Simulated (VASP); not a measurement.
Runs of VASP 6.6.1 on BaTiO3. The typed cell holds 5 atoms: a = 3.990 Å, b = 4.000 Å, c = 4.039 Å, α = 89.09°, β = 90.43°, γ = 89.92°. 

```csv
k mesh,gap on the mesh (eV),pressure (GPa),largest force (eV/Å)
1 × 1 × 1,-,(a),20.94
2 × 2 × 2,1.97,3.0,1.95
4 × 4 × 4,2.09,1.8,1.52
6 × 6 × 6,2.09,1.8,1.50
```

Alike in all rows: task single point; level PBEsol; potentials or basis VASP PAW PBE potentials, release 64 (Ba_sv, Ti_sv, O); no spin polarisation; cell as given; cutoff (eV) 520; smearing gaussian 0.02 eV.

Question: Fill in the values left out.

Answer: (a) 39.3.

Caveats: some runs use coarse meshes; the PAW data sets were made with another functional, which shifts forces and pressure a little; spin-orbit coupling is left out, which moves the levels of the heavy elements.

A k mesh can miss the band edges, and the runs leave out spin-orbit coupling on Ba.
